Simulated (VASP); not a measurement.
# ZnS (P6_3mc) in VASP: a series of runs, part 2 of 2

VASP 6.6.1. The steps go on from the part before.

## (3) Electric field gradients, PBEsol (volume scaled by 1.04)

INCAR

```
PREC     = Accurate       # precision mode
ENCUT    = 520            # plane-wave cutoff, eV
EDIFF    = 1E-8           # SCF threshold, eV
ISMEAR   = -1             # smearing method
SIGMA    = 0.03           # smearing width, eV
LREAL    = F              # projectors in reciprocal space
LASPH    = T              # aspherical terms in the spheres
NELM     = 60             # most SCF steps
ALGO     = Normal         # electronic algorithm
ISIF     = 2              # what is computed and relaxed
LWAVE    = F              # write WAVECAR
LCHARG   = F              # write CHGCAR
GGA      = PS             # functional
LEFG     = T            
NBANDS   = 26             # bands
```

KPOINTS

```
regular mesh
0
Gamma
  8 8 5
```

POSCAR

```
ZnS
1.0
    3.8611492535      0.0000000000      0.0000000000
   -1.9305746268      3.3438533413      0.0000000000
    0.0000000000      0.0000000000      6.3160357234
Zn S
2 2
Direct
    0.3333333333      0.6666666667      0.0000000000
    0.6666666667      0.3333333333      0.5000000000
    0.3333333333      0.6666666667      0.3850000000
    0.6666666667      0.3333333333      0.8850000000
```

Potentials or basis: VASP PAW PBE potentials, release 64 (Zn, S).

Started as:

```bash
$ cat potpaw_PBE.64/Zn/POTCAR potpaw_PBE.64/S/POTCAR > POTCAR
$ mpirun -np 1 vasp_std > vasp.out
```

OUTCAR:

```text
PREC = Accurate
   ENCUT = 520
   EDIFF = 1E-8
   ISMEAR = -1
   LREAL = F
   LASPH = T
   NELM = 60
   ISIF = 2
   GGA = PS

 ion  position               nearest neighbor table
   1  0.333  0.667  0.000-   4 2.34   4 2.34   4 2.34   3 2.43
   2  0.667  0.333  0.500-   3 2.34   3 2.34   3 2.34   4 2.43
   3  0.333  0.667  0.385-   2 2.34   2 2.34   2 2.34   1 2.43
   4  0.667  0.333  0.885-   1 2.34   1 2.34   1 2.34   2 2.43

  LATTYP: Found a hexagonal cell.
 ALAT       =     3.8611492535
 C/A-ratio  =     1.6357916539

  Lattice vectors:

 A1 = (   3.8611492535,   0.0000000000,   0.0000000000)
 A2 = (  -1.9305746268,   3.3438533413,   0.0000000000)
 A3 = (   0.0000000000,   0.0000000000,   6.3160357234)

Analysis of symmetry for initial positions (statically):
=====================================================================
 Subroutine PRICEL returns:
[... 903 lines left out ...]
     -0.00000      2.22924      0.00000         0.000000     -0.000000      0.263964
      1.93057      1.11462      3.15802        -0.000000      0.000000      0.263964
     -0.00000      2.22924      2.43167         0.000000     -0.000000     -0.263964
      1.93057      1.11462      5.58969        -0.000000      0.000000     -0.263964
 -----------------------------------------------------------------------------------
    total drift:                               -0.000000     -0.000000     -0.000039

  FREE ENERGIE OF THE ION-ELECTRON SYSTEM (eV)
  ---------------------------------------------------
  free  energy   TOTEN  =       -15.0941581414 eV

  energy  without entropy=      -15.0941581414  energy(sigma->0) =      -15.09415814

 Electric field gradients (V/A^2)
---------------------------------------------------------------------
 ion       V_xx      V_yy      V_zz      V_xy      V_xz      V_yz
---------------------------------------------------------------------
   1      -9.144    -9.149    18.293    -0.004    -0.000     0.000
   2      -9.144    -9.149    18.293    -0.004     0.000    -0.000
   3       3.108     3.108    -6.215    -0.000    -0.000     0.000
   4       3.108     3.108    -6.215    -0.000     0.000    -0.000
---------------------------------------------------------------------

 Electric field gradients after diagonalization (V/A^2)
 (convention: |V_zz| > |V_xx| > |V_yy|)
----------------------------------------------------------------------
 ion       V_xx      V_yy      V_zz     asymmetry (V_yy - V_xx)/ V_zz
----------------------------------------------------------------------
   1      -9.152    -9.141    18.293       0.001
   2      -9.152    -9.141    18.293       0.001
   3       3.108     3.107    -6.215       0.000
   4       3.108     3.107    -6.215       0.000
----------------------------------------------------------------------

           NMR quadrupolar parameters

 Cq : quadrupolar parameter    Cq=e*Q*V_zz/h
 eta: asymmetry parameters     (V_yy - V_xx)/ V_zz
 Q  : nuclear electric quadrupole moment in mb (millibarn)
----------------------------------------------------------------------
 ion       Cq(MHz)       eta       Q (mb)
----------------------------------------------------------------------
   1       0.044       0.001       1.000
   2       0.044       0.001       1.000
   3      -0.015       0.000       1.000
   4      -0.015       0.000       1.000
----------------------------------------------------------------------
```

Run time: 32 s. Hardware: 1 thread of Intel Xeon 6975P-C (Granite Rapids), shared host; peak memory 0.22 GiB.

Results:

- Free energy: -15.0942 eV
- Pressure: -3.7 GPa
- Largest force: 0.264 eV/Å
- Band gap on the k mesh: 1.93 eV, direct

Forces on the atoms (eV/Å):
```
Zn   0.000  0.000  0.264
Zn   0.000  0.000  0.264
S    0.000  0.000 -0.264
S    0.000  0.000 -0.264
```

Stress tensor (GPa, compression positive):
```
-3.29  0.00  0.00
 0.00 -3.29  0.00
 0.00  0.00 -4.60
```

Electric field gradients, principal values (V/Å²):
| atom | least | middle | greatest (by size) |
| --- | --- | --- | --- |
| 1 Zn | -9.141 | -9.152 | 18.293 |
| 2 Zn | -9.141 | -9.152 | 18.293 |
| 3 S | 3.107 | 3.108 | -6.215 |
| 4 S | 3.107 | 3.108 | -6.215 |

Caveat: without QUAD_EFG the Cq values of the log hold for a quadrupole moment of 1 mb, not for the nuclei; the PAW data sets were made with another functional, which shifts forces and pressure a little.

## (4) Electric field gradients, PBEsol (volume scaled by 1.04)

INCAR

```
SYSTEM = ZnS
PREC = Accurate
ENCUT = 520
EDIFF = 1E-8
ISMEAR = -1
SIGMA = 0.03
LREAL = .False.
LASPH = .True.
NELM = 60
ALGO = Normal
ISIF = 2
LWAVE = .False.
LCHARG = .False.
GGA = PS
LEFG = .True.
NBANDS = 26
```

KPOINTS

```
Automatic mesh
0
Gamma
  8 8 5
  0 0 0
```

POSCAR is that of step 3.

Potentials or basis: VASP PAW PBE potentials, release 64 (Zn, S).

Started as:

```bash
$ cat potpaw_PBE.64/Zn/POTCAR potpaw_PBE.64/S/POTCAR > POTCAR
$ mpirun -np 1 vasp_std > vasp.out
```

OUTCAR:

```text
SYSTEM = ZnS
   PREC = Accurate
   ENCUT = 520
   EDIFF = 1E-8
   ISMEAR = -1
   LREAL = .False.
   LASPH = .True.
   NELM = 60
   ISIF = 2
   GGA = PS

 ion  position               nearest neighbor table
   1  0.333  0.667  0.000-   4 2.34   4 2.34   4 2.34   3 2.43
   2  0.667  0.333  0.500-   3 2.34   3 2.34   3 2.34   4 2.43
   3  0.333  0.667  0.385-   2 2.34   2 2.34   2 2.34   1 2.43
   4  0.667  0.333  0.885-   1 2.34   1 2.34   1 2.34   2 2.43

  LATTYP: Found a hexagonal cell.
 ALAT       =     3.8611492535
 C/A-ratio  =     1.6357916539

  Lattice vectors:

 A1 = (   3.8611492535,   0.0000000000,   0.0000000000)
 A2 = (  -1.9305746268,   3.3438533413,   0.0000000000)
 A3 = (   0.0000000000,   0.0000000000,   6.3160357234)

Analysis of symmetry for initial positions (statically):
=====================================================================
 Subroutine PRICEL returns:
 Original cell was already a primitive cell.

 Routine SETGRP: Setting up the symmetry group for a
 hexagonal supercell.

 Subroutine GETGRP returns: Found 12 space group operations
[... 897 lines left out ...]
     -0.00000      2.22924      0.00000         0.000000     -0.000000      0.263964
      1.93057      1.11462      3.15802        -0.000000      0.000000      0.263964
     -0.00000      2.22924      2.43167         0.000000     -0.000000     -0.263964
      1.93057      1.11462      5.58969        -0.000000      0.000000     -0.263964
 -----------------------------------------------------------------------------------
    total drift:                               -0.000000     -0.000000     -0.000039

  FREE ENERGIE OF THE ION-ELECTRON SYSTEM (eV)
  ---------------------------------------------------
  free  energy   TOTEN  =       -15.0941581414 eV

  energy  without entropy=      -15.0941581414  energy(sigma->0) =      -15.09415814

 Electric field gradients (V/A^2)
---------------------------------------------------------------------
 ion       V_xx      V_yy      V_zz      V_xy      V_xz      V_yz
---------------------------------------------------------------------
   1      -9.144    -9.149    18.293    -0.004    -0.000     0.000
   2      -9.144    -9.149    18.293    -0.004     0.000    -0.000
   3       3.108     3.108    -6.215    -0.000    -0.000     0.000
   4       3.108     3.108    -6.215    -0.000     0.000    -0.000
---------------------------------------------------------------------

 Electric field gradients after diagonalization (V/A^2)
 (convention: |V_zz| > |V_xx| > |V_yy|)
----------------------------------------------------------------------
 ion       V_xx      V_yy      V_zz     asymmetry (V_yy - V_xx)/ V_zz
----------------------------------------------------------------------
   1      -9.152    -9.141    18.293       0.001
   2      -9.152    -9.141    18.293       0.001
   3       3.108     3.107    -6.215       0.000
   4       3.108     3.107    -6.215       0.000
----------------------------------------------------------------------

           NMR quadrupolar parameters

 Cq : quadrupolar parameter    Cq=e*Q*V_zz/h
 eta: asymmetry parameters     (V_yy - V_xx)/ V_zz
 Q  : nuclear electric quadrupole moment in mb (millibarn)
----------------------------------------------------------------------
 ion       Cq(MHz)       eta       Q (mb)
----------------------------------------------------------------------
   1       0.044       0.001       1.000
   2       0.044       0.001       1.000
   3      -0.015       0.000       1.000
   4      -0.015       0.000       1.000
----------------------------------------------------------------------
```

Run time: 29 s. Hardware: 1 thread of Intel Xeon 6975P-C (Granite Rapids), shared host; peak memory 0.21 GiB.

What came out:

```
Free energy            : -15.0942 eV
Pressure               : -3.7 GPa
Largest force          : 0.264 eV/Å
Band gap on the k mesh : 1.93 eV, direct
```

Forces in eV/Å, atoms in the order of the input:
```
Zn   0.000  0.000  0.264
Zn   0.000  0.000  0.264
S    0.000  0.000 -0.264
S    0.000  0.000 -0.264
```

Electric field gradients, principal values (V/Å²):
```csv
atom,least,middle,greatest (by size)
1 Zn,-9.141,-9.152,18.293
2 Zn,-9.141,-9.152,18.293
3 S,3.107,3.108,-6.215
4 S,3.107,3.108,-6.215
```

Caveat: without QUAD_EFG the Cq values of the log hold for a quadrupole moment of 1 mb, not for the nuclei; the PAW data sets were made with another functional, which shifts forces and pressure a little.
